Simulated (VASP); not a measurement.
# SnGe2 (C2/m) in VASP: single point with PBE

Aim: the single point of SnGe2 with PBE.

Everything below comes from runs of VASP 6.6.1. Logs are shortened: lines on timing, memory, paths and dates and some standing lists are left out, and cuts for length are marked.

**1. The cell of the first run**

It takes space group C2/m (No. 12, monoclinic). Conventional cell: a = 9.847 Å, b = 4.294 Å, c = 3.227 Å, α = 90.00°, β = 102.39°, γ = 90.00°. Sn (site symmetry 2/m) has 10 Ge at 3.04 to 3.23 Å and 2 Sn at 3.23 Å within 4.0 Å. Ge (site symmetry m) has 7 Ge at 3.04 to 3.23 Å and 5 Sn at 3.04 to 3.23 Å within 4.0 Å.

**2. Single point, PBE**

File INCAR:

```
SYSTEM = SnGe2
PREC = Accurate ; ENCUT = 520
EDIFF = 1E-6 ; ISMEAR = 0
SIGMA = 0.1 ; LREAL = .False.
LASPH = .True. ; NELM = 100
ALGO = Normal ; ISIF = 2
LWAVE = .False. ; LCHARG = .False.
GGA = PE ; NBANDS = 28
```

File KPOINTS:

```
Automatic mesh
0
Gamma
  4 4 6
  0 0 0
```

File POSCAR:

```
SnGe2
1.0
    4.9236707400     -2.1467719000      0.0000000000
    4.9236707400      2.1467719000      0.0000000000
   -0.6924191800      0.0000000000      3.1523325300
Sn Ge
1 2
Direct
    0.0000000000      0.0000000000      0.0000000000
    0.6666666700      0.6666666700      0.6666666700
    0.3333333300      0.3333333300      0.3333333300
```

Potentials or basis: VASP PAW PBE potentials, release 64 (Sn_d, Ge_d).

Command:

```console
$ cat potpaw_PBE.64/Sn_d/POTCAR potpaw_PBE.64/Ge_d/POTCAR > POTCAR
$ mpirun -np 1 vasp_std > vasp.out
```

OUTCAR:

```text
SYSTEM = SnGe2
   PREC = Accurate
   ENCUT = 520
   EDIFF = 1E-6
   ISMEAR = 0
   LREAL = .False.
   LASPH = .True.
   NELM = 100
   ISIF = 2
   GGA = PE

 ion  position               nearest neighbor table
   1  0.000  0.000  0.000-   2 3.04   2 3.04   3 3.04   3 3.04   2 3.23   3 3.23   2 3.23   3 3.23
                             2 3.23   3 3.23
   2  0.667  0.667  0.667-   1 3.04   1 3.04   1 3.23   1 3.23   1 3.23
   3  0.333  0.333  0.333-   1 3.04   1 3.04   1 3.23   1 3.23   1 3.23

  LATTYP: Found a base centered monoclinic cell.
 ALAT       =     9.8473414800
 B/A-ratio  =     0.4360104510
 C/A-ratio  =     0.3277516805
 COS(beta)  =    -0.2145384624

  Lattice vectors:

 A1 = (   4.9236707400,  -2.1467719000,   0.0000000000)
 A2 = (   4.9236707400,   2.1467719000,   0.0000000000)
 A3 = (  -0.6924191800,   0.0000000000,   3.1523325300)

Analysis of symmetry for initial positions (statically):
=====================================================================
 Subroutine PRICEL returns:
 Original cell was already a primitive cell.

 Routine SETGRP: Setting up the symmetry group for a
 base centered monoclinic supercell.

 Subroutine GETGRP returns: Found  4 space group operations
 (whereof  4 operations were pure point group operations)
 out of a pool of  4 trial point group operations.

The static configuration has the point symmetry C_2h.

Analysis of symmetry for dynamics (positions and initial velocities):
=====================================================================
 Subroutine PRICEL returns:
 Original cell was already a primitive cell.

 Routine SETGRP: Setting up the symmetry group for a
 base centered monoclinic supercell.

 Subroutine GETGRP returns: Found  4 space group operations
 (whereof  4 operations were pure point group operations)
 out of a pool of  4 trial point group operations.

The dynamic configuration has the point symmetry C_2h.

 Subroutine INISYM returns: Found  4 space group operations
 (whereof  4 operations are pure point group operations),
 and found     1 'primitive' translations

----------------------------------------------------------------------------------------

                                     Primitive cell

  volume of cell :      66.6403

  direct lattice vectors                    reciprocal lattice vectors
     4.923670740 -2.146771900  0.000000000     0.101550251 -0.232907837  0.022305814
     4.923670740  2.146771900  0.000000000     0.101550251  0.232907837  0.022305814
    -0.692419180  0.000000000  3.152332530     0.000000000  0.000000000  0.317225417

  length of vectors
     5.371327876  5.371327876  3.227482719     0.255060901  0.255060901  0.317225417

  position of ions in fractional coordinates (direct lattice)
     0.000000000  0.000000000  0.000000000
     0.666666670  0.666666670  0.666666670
     0.333333330  0.333333330  0.333333330

  ion indices of the primitive-cell ions
   primitive index   ion index
                 1           1
                 2           2
                 3           3

----------------------------------------------------------------------------------------

 KPOINTS: Automatic mesh

Automatic generation of k-mesh.
 Grid dimensions read from file:
 generate k-points for:    4    4    6

 Generating k-lattice:

  Cartesian coordinates                     Fractional coordinates (reciprocal lattice)
     0.025387563 -0.058226959  0.005576453     0.250000000  0.000000000  0.000000000
     0.025387563  0.058226959  0.005576453     0.000000000  0.250000000  0.000000000
     0.000000000  0.000000000  0.052870903     0.000000000  0.000000000  0.166666667

  Length of vectors
     0.063765225  0.063765225  0.052870903

  Shift w.r.t. Gamma in fractional coordinates (k-lattice)
     0.000000000  0.000000000  0.000000000

 Subroutine IBZKPT returns following result:
 ===========================================

 Found     34 irreducible k-points:

 Following reciprocal coordinates:
            Coordinates               Weight
  0.000000  0.000000  0.000000      1.000000
  0.250000 -0.000000 -0.000000      4.000000
  0.500000 -0.000000 -0.000000      2.000000
  0.250000  0.250000 -0.000000      2.000000
  0.500000  0.250000 -0.000000      4.000000
 -0.250000  0.250000  0.000000      2.000000
[... 16 lines left out ...]
  0.500000  0.250000  0.333333      4.000000
 -0.250000  0.250000  0.333333      4.000000
 [... further k-points ...]
   k-points           NKPTS =     34   k-points in BZ     NKDIM =     34   number of bands    NBANDS=     28
   number of dos      NEDOS =    301   number of ions     NIONS =      3
   total plane-waves  NPLWV =  38400
   dimension x,y,z NGX =    40 NGY =   40 NGZ =   24
   dimension x,y,z NGXF=    80 NGYF=   80 NGZF=   48
   ions per type =               1   2
   NGX,Y,Z   is equivalent  to a cutoff of  12.38, 12.38, 12.36 a.u.
   NGXF,Y,Z  is equivalent  to a cutoff of  24.76, 24.76, 24.72 a.u.
 SYSTEM =  SnGe2
   PREC   = accura    normal or accurate (medium, high low for compatibility)
   ISTART =      0    job   : 0-new  1-cont  2-samecut
   ICHARG =      2    charge: 1-file 2-atom 10-const
   ISPIN  =      1    spin polarized calculation?
   LNONCOLLINEAR =      F non collinear calculations
   LSORBIT =      F    spin-orbit coupling
   LASPH  =      T    aspherical Exc in radial PAW
   ENCUT  =  520.0 eV  38.22 Ry    6.18 a.u.   9.99  9.99  6.00*2*pi/ulx,y,z
   NELM   =    100;   NELMIN=  2; NELMDL= -5     # of ELM steps
   EDIFF  = 0.1E-05   stopping-criterion for ELM
   LREAL  =      F    real-space projection
   EDIFFG = 0.1E-04   stopping-criterion for IOM
   NSW    =      0    number of steps for IOM
   IBRION =     -1    ionic relax: 0-MD 1-quasi-New 2-CG
   NFREE  =      0    steps in history (QN), initial steepest desc. (CG)
   ISIF   =      2    stress and relaxation
   ISYM   =      2    0-nonsym 1-usesym 2-fastsym
   POTIM  = 0.5000    time-step for ionic-motion
   TEBEG  =    0.0;   TEEND  =   0.0 temperature during run
   PSTRESS=    0.0 pullay stress
   NELECT =      42.0000    total number of electrons
   NUPDOWN=      -1.0000    fix difference up-down
   EMIN   =  10.00;   EMAX   =-10.00  energy-range for DOS
   EFERMI =   0.00;   METHOD = LEGACY
   ISMEAR =     0;   SIGMA  =   0.10  broadening in eV -4-tet -1-fermi 0-gaus
   EFERMI_NEDOS =   21; number of points for ismear=-14 and -15
   IALGO  =     38    algorithm
   IMIX   =      4    mixing-type and parameters
     AMIX     =   0.40;   BMIX     =  1.00
     AMIX_MAG =   1.60;   BMIX_MAG =  1.00
  volume/ion in A,a.u.               =      22.21       149.90
  Fermi-wavevector in a.u.,A,eV,Ry     =   1.403607  2.652433 26.805021  1.970113
  Thomas-Fermi vector in A             =   2.526252
   LORBIT       =      0    0 simple, 1 ext, 2 COOP (PROOUT), +10 PAW based schemes
   GGA     = PE    functional components
   LHFCALC =     F    Hartree Fock is set to
   AEXX    =    0.0000 exact exchange contribution
   IVDW    =     0    specifies the selected vdW correction
   LEPSILON=     F    determine dielectric tensor
   LRPA    =     F    only Hartree local field effects (RPA)
 non-spin polarized calculation
 Gauss-broadening in eV      SIGMA  =   0.10
  energy-cutoff  :      520.00
  volume of cell :       66.64
 maximum number of plane-waves:      1834
   NGX = 19   NGY = 19   NGZ = 13

 number of electron      42.0000006 magnetization

 Free energy of the ion-electron system (eV)
  ---------------------------------------------------
  ext. energy  EPLUGINS =         0.00000000
  ---------------------------------------------------
  free energy    TOTEN  =       -11.92688397 eV

  energy without entropy =      -11.91883229  energy(sigma->0) =      -11.92285813

 E-fermi :   7.1320     XC(G=0): -10.7888

 val. band max:        7.0553472635   @ k =   0.2500   0.2500   0.3333
 cond. band min:       7.1592380584   @ k =   0.2500  -0.0000   0.3333
 fundamental gap:      0.1038907949
 Fermi energy:         7.1319856969

 k-point     1 :       0.0000    0.0000    0.0000
  band No.  band energies     occupation
      1     -17.6924      2.00000
      2     -17.6890      2.00000
      3     -17.6807      2.00000
      4     -17.6742      2.00000
      5     -17.6712      2.00000
      6     -17.6673      2.00000
[... 20 lines left out ...]
     27      15.0954      0.00000
     28      15.2530      0.00000

 k-point     2 :       0.2500   -0.0000   -0.0000
  band No.  band energies     occupation
      1     -17.6917      2.00000
      2     -17.6884      2.00000
      3     -17.6829      2.00000
      4     -17.6749      2.00000
      5     -17.6713      2.00000
      6     -17.6644      2.00000
[... 20 lines left out ...]
     27      14.3276      0.00000
     28      14.4387      0.00000

 k-point     3 :       0.5000   -0.0000   -0.0000
  band No.  band energies     occupation
      1     -17.6937      2.00000
      2     -17.6851      2.00000
      3     -17.6831      2.00000
      4     -17.6797      2.00000
      5     -17.6682      2.00000
      6     -17.6659      2.00000
[... 20 lines left out ...]
     27      14.4903      0.00000
     28      15.9200      0.00000

 k-point     4 :       0.2500    0.2500   -0.0000
  band No.  band energies     occupation
      1     -17.6958      2.00000
      2     -17.6951      2.00000
      3     -17.6837      2.00000
      4     -17.6757      2.00000
      5     -17.6681      2.00000
      6     -17.6649      2.00000
[... 578 lines left out ...]
     27      11.4985      0.00000
     28      13.6086      0.00000

 k-point    23 :       0.5000    0.2500    0.3333
  band No.  band energies     occupation
      1     -17.6975      2.00000
      2     -17.6891      2.00000
      3     -17.6847      2.00000
      4     -17.6779      2.00000
      5     -17.6675      2.00000
      6     -17.6522      2.00000
[... 20 lines left out ...]
     27      11.2753      0.00000
     28      14.8393      0.00000

 k-point    24 :      -0.2500    0.2500    0.3333
  band No.  band energies     occupation
      1     -17.6922      2.00000
      2     -17.6874      2.00000
      3     -17.6768      2.00000
      4     -17.6709      2.00000
      5     -17.6695      2.00000
      6     -17.6601      2.00000
[... 20 lines left out ...]
     27      13.8073      0.00000
     28      16.8497      0.00000

 [... further k-points ...]

------------------------ aborting loop because EDIFF is reached ----------------------------------------

  FORCE on cell =-STRESS in cart. coord.  units (eV):
  Direction    XX          YY          ZZ          XY          YZ          ZX
  --------------------------------------------------------------------------------------
  -------------------------------------------------------------------------------------
  Total       -1.3689598      0.1428386      2.4808794      0.0000000      0.0000000     -0.0395754
  in kB      -32.9127634      3.4341501     59.6457225      0.0000000      0.0000000     -0.9514781
  external PRESSURE =      10.0557031 kB  Pullay stress =       0.0000000 kB

 VOLUME and BASIS-vectors are now :
 -----------------------------------------------------------------------------
  energy-cutoff  :      520.00
  volume of cell :       66.64
      direct lattice vectors                 reciprocal lattice vectors
     4.923670740 -2.146771900  0.000000000     0.101550251 -0.232907837  0.022305814
     4.923670740  2.146771900  0.000000000     0.101550251  0.232907837  0.022305814
    -0.692419180  0.000000000  3.152332530     0.000000000  0.000000000  0.317225417

 POSITION                                       TOTAL-FORCE (eV/Angst)
 -----------------------------------------------------------------------------------
      0.00000      0.00000      0.00000        -0.000000     -0.000000      0.000000
      6.10328      0.00000      2.10156         0.331777      0.000000     -0.015517
      3.05164      0.00000      1.05078        -0.331777      0.000000      0.015517
 -----------------------------------------------------------------------------------
    total drift:                               -0.000000      0.000000     -0.000000

  FREE ENERGIE OF THE ION-ELECTRON SYSTEM (eV)
  ---------------------------------------------------
  free  energy   TOTEN  =       -11.9268839744 eV

  energy  without entropy=      -11.9188322890  energy(sigma->0) =      -11.92285813
```

Wall time 65 s (1 thread of AMD EPYC 7R43 (Zen 3), shared host); peak memory 0.17 GiB.

Results:

```
Free energy            : -11.9269 eV
Pressure               : 1.0 GPa
Largest force          : 0.332 eV/Å
Band gap on the k mesh : zero (band 21 reaches 10.58 eV, above the bottom of band 22 at 5.51 eV)
```

Forces on the atoms (eV/Å):
```
Sn   0.000  0.000  0.000
Ge   0.332  0.000 -0.016
Ge  -0.332  0.000  0.016
```

Stress tensor (GPa, compression positive):
```
-3.29  0.00 -0.10
 0.00  0.34  0.00
-0.10  0.00  5.96
```

Caveat: the k points lie up to 0.40 Å⁻¹ apart; spin-orbit coupling is left out, which moves the levels of the heavy elements.
